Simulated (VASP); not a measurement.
# C3N (P2/m) in VASP: a series of runs, part 2 of 2

VASP 6.6.1.

## Step 3: Relaxation of cell and atoms, PBE+D3(BJ)

This run uses another cell than the first one, of 8.64 Å³/atom, 1.463 times its volume.

INCAR reads:

```
SYSTEM = C3N
ALGO = Normal ; EDIFF = 1E-6
EDIFFG = -0.015 ; ENCUT = 600
GGA = PE ; IBRION = 2
ISIF = 3 ; ISMEAR = 0
IVDW = 12 ; LASPH = .True.
LCHARG = .False. ; LREAL = .False.
LWAVE = .False. ; NELM = 100
NSW = 80 ; PREC = Accurate
SIGMA = 0.02
```

KPOINTS reads:

```
k-points
0
Gamma
  8 4 4
  0 0 0
```

POSCAR reads:

```
C3N
1.0
   -1.4156691258     -2.4520108525      0.0000000000
   -4.2470073773      2.4520108525      0.0000000000
    0.0000000000      0.0000000000     -4.9782195863
C N
6 2
Direct
    0.0000000000      0.6666666667      0.5910253301
    0.5000000000      0.1666666667      0.5910253301
    0.5000000000      0.1666666667      0.9089746699
    0.5000000000      0.8333333333      0.0910253301
    0.0000000000      0.3333333333      0.4089746699
    0.5000000000      0.8333333333      0.4089746699
    0.0000000000      0.6666666667      0.9089746699
    0.0000000000      0.3333333333      0.0910253301
```

Potentials or basis: VASP PAW PBE potentials, release 64 (C, N).

On the command line:

```
> cat potpaw_PBE.64/C/POTCAR potpaw_PBE.64/N/POTCAR > POTCAR
> mpirun -np 1 vasp_std > vasp.out
```

OUTCAR:

```text
SYSTEM = C3N
   EDIFF = 1E-6
   EDIFFG = -0.015
   ENCUT = 600
   GGA = PE
   IBRION = 2
   ISIF = 3
   ISMEAR = 0
   IVDW = 12
   LASPH = .True.
   LREAL = .False.
   NELM = 100
   NSW = 80
   PREC = Accurate
 IVDW          = 12

 ion  position               nearest neighbor table
   1  0.000  0.667  0.591-   7 1.58   6 1.87   6 1.87   5 1.87
   2  0.500  0.167  0.591-   3 1.58   5 1.87   5 1.87   6 1.87
   3  0.500  0.167  0.909-   2 1.58   8 1.87   8 1.87   4 1.87
   4  0.500  0.833  0.091-   6 1.58   7 1.87   7 1.87   3 1.87
   5  0.000  0.333  0.409-   8 1.58   2 1.87   2 1.87   1 1.87
   6  0.500  0.833  0.409-   4 1.58   1 1.87   1 1.87   2 1.87
   7  0.000  0.667  0.909-   1 1.58   4 1.87   4 1.87
   8  0.000  0.333  0.091-   5 1.58   3 1.87   3 1.87

  LATTYP: Found a simple orthorhombic cell.
 ALAT       =     2.8313382515
 B/A-ratio  =     1.7320508076
 C/A-ratio  =     1.7582567479

  Lattice vectors:

 A1 = (  -1.4156691258,  -2.4520108525,   0.0000000000)
 A2 = (  -4.2470073773,   2.4520108525,   0.0000000000)
 A3 = (   0.0000000000,   0.0000000000,  -4.9782195863)

Analysis of symmetry for initial positions (statically):
=====================================================================
 Subroutine PRICEL returns:
 Original cell was already a primitive cell.

 Routine SETGRP: Setting up the symmetry group for a
 simple orthorhombic supercell.

 Subroutine GETGRP returns: Found  4 space group operations
 (whereof  4 operations were pure point group operations)
 out of a pool of  8 trial point group operations.

[... 175 lines left out ...]
  energy without entropy =      -55.10939052  energy(sigma->0) =      -55.10991953

 E-fermi :   5.9433     XC(G=0): -11.3211

 val. band max:        5.9378904351   @ k =   0.3750   0.5000   0.5000
 cond. band min:       5.9443477120   @ k =   0.0000   0.5000   0.2500
 fundamental gap:      0.0064572769
 Fermi energy:         5.9432500837

 k-point     1 :       0.0000    0.0000    0.0000
  band No.  band energies     occupation
      1     -13.7798      2.00000
      2     -11.0811      2.00000
      3      -9.2891      2.00000
      4      -7.9996      2.00000
      5      -7.8653      2.00000
      6      -5.2848      2.00000
[... 722 lines left out ...]
  FREE ENERGIE OF THE ION-ELECTRON SYSTEM (eV)
  ---------------------------------------------------
  free  energy   TOTEN  =       -65.9434336437 eV

  energy  without entropy=      -65.9432369905  energy(sigma->0) =      -65.94333532

[... ionic steps 4 to 21 ...]

--------------------------------------- Ionic step       22  -------------------------------------------

 number of electron      34.0000001 magnetization

------------------------ aborting loop because EDIFF is reached ----------------------------------------
[... 87 lines left out ...]
--------------------------------------- Ionic step       24  -------------------------------------------

 number of electron      34.0000001 magnetization

 Free energy of the ion-electron system (eV)
  ---------------------------------------------------
  ext. energy  EPLUGINS =         0.00000000
  ---------------------------------------------------
  free energy    TOTEN  =       -68.03402973 eV

  energy without entropy =      -68.03402973  energy(sigma->0) =      -68.03402973

 E-fermi :  11.1473     XC(G=0): -13.0007

 val. band max:       11.0186025344   @ k =   0.0000   0.5000   0.5000
 cond. band min:      12.8547045506   @ k =   0.2500   0.0000   0.0000
 fundamental gap:      1.8361020162
 Fermi energy:        11.1473107843

 k-point     1 :       0.0000    0.0000    0.0000
  band No.  band energies     occupation
      1     -13.8502      2.00000
      2     -10.9386      2.00000
      3      -7.6535      2.00000
      4      -5.3999      2.00000
      5      -5.1167      2.00000
      6      -4.0751      2.00000
[... 630 lines left out ...]
  FREE ENERGIE OF THE ION-ELECTRON SYSTEM (eV)
  ---------------------------------------------------
  free  energy   TOTEN  =       -69.4760121571 eV

  energy  without entropy=      -69.4760121571  energy(sigma->0) =      -69.47601216

 reached required accuracy - stopping structural energy minimisation
```

OSZICAR:

```text
N       E                     dE             d eps       ncg     rms          rms(c)
DAV:   1     0.131831785499E+03    0.13183E+03   -0.19135E+04  2200   0.163E+03
DAV:   2    -0.439416857372E+02   -0.17577E+03   -0.16858E+03  2836   0.287E+02
DAV:   3    -0.553876288527E+02   -0.11446E+02   -0.11126E+02  2984   0.697E+01
[... 190 lines left out ...]
       N       E                     dE             d eps       ncg     rms          rms(c)
DAV:   1    -0.680340352306E+02   -0.24543E-03   -0.15922E-03  2272   0.301E-01    0.168E-02
DAV:   2    -0.680340324036E+02    0.28271E-05   -0.41456E-05  2842   0.524E-02    0.988E-03
DAV:   3    -0.680340297944E+02    0.26092E-05   -0.67282E-06  2620   0.212E-02    0.231E-03
DAV:   4    -0.680340297270E+02    0.67344E-07   -0.74963E-07  1700   0.767E-03
  24 F= -.69476012E+02 E0= -.69476012E+02  d E =-.521128E-04
```

It took 7.4 min on 1 thread of Intel Xeon 6975P-C (Granite Rapids), shared host; peak memory 0.25 GiB.

Results:

- Free energy: -69.4760 eV
- Relaxed volume: 5.91 Å³/atom
- Relaxed cell: a = 2.452 Å, b = 4.679 Å, c = 4.130 Å, α = 94.29°, β = 90.00°, γ = 90.00°
- Space group after relaxing (to 0.05 Å): P2/m (No. 10)
- Energy gained by relaxing: 1642.5 meV/atom
- Ionic steps: 24
- Pressure after relaxing: 0.0 GPa
- Largest force after relaxing: 0.009 eV/Å
- Band gap on the k mesh: 1.84 eV, indirect (least direct gap 2.86 eV)
- Dispersion energy per atom: -0.180 eV

Forces on the atoms (eV/Å):
```
C    0.003 -0.002 -0.009
C    0.008 -0.004  0.001
C   -0.002  0.001 -0.001
C    0.002 -0.001  0.001
C   -0.003  0.002  0.009
C   -0.008  0.004 -0.001
N    0.002 -0.001  0.000
N   -0.002  0.001  0.000
```

Step by step:
```
step  energy change (eV)  largest force (eV/Å)  pressure (GPa)  volume (Å³)
   1              0.0000                4.1586          -57.40        69.12
   2             -6.8020               11.6375           90.87        41.70
   3             -9.6076                7.7037            0.65        48.75
   4             -3.1490               11.6872          159.59        39.17
   5            -11.7993                4.2274           18.71        45.35
   6            -11.8347                3.8029           22.46        44.97
   7            -12.1482                6.4244            5.56        47.13
   8            -12.8416                2.6247            8.88        46.16
   9            -13.0027                1.7349           -2.61        47.66
  10            -13.0500                1.0145            0.61        47.18
  11            -13.0995                0.5514           -1.32        47.53
  12            -13.0995                0.5508           -1.31        47.53
  13            -13.1212                0.2580           -0.68        47.46
  14            -13.1238                0.4032           -0.36        47.43
  15            -13.1338                0.2041            0.27        47.33
  16            -13.1339                0.1928            0.20        47.34
  17            -13.1382                0.1785           -0.19        47.33
  18            -13.1382                0.1758           -0.18        47.33
  19            -13.1398                0.0699           -0.27        47.30
  20            -13.1398                0.0701           -0.28        47.30
  21            -13.1401                0.0510           -0.04        47.26
  22            -13.1401                0.0368           -0.09        47.26
  23            -13.1401                0.0248            0.00        47.24
  24            -13.1402                0.0092           -0.03        47.25
```

Final structure:
```cif
data_structure
_symmetry_space_group_name_H-M 'P 1'
_symmetry_Int_Tables_number 1
_cell_length_a 2.4519
_cell_length_b 4.6791
_cell_length_c 4.1300
_cell_angle_alpha 94.290
_cell_angle_beta 90.000
_cell_angle_gamma 90.000
_cell_volume 47.25
loop_
_atom_site_label
_atom_site_type_symbol
_atom_site_fract_x
_atom_site_fract_y
_atom_site_fract_z
_atom_site_occupancy
C1 C 0.00000 0.67773 0.54459 1
C2 C 0.50000 0.16748 0.58325 1
C3 C 0.50000 0.15466 0.96178 1
C4 C 0.50000 0.84534 0.03822 1
C5 C 0.00000 0.32227 0.45541 1
C6 C 0.50000 0.83252 0.41675 1
N1 N 0.00000 0.72548 0.89175 1
N2 N 0.00000 0.27452 0.10825 1
```

Caveat: the volume moved by over 15 % at a fixed basis, so the end points are rough. A k mesh can miss the band edges.
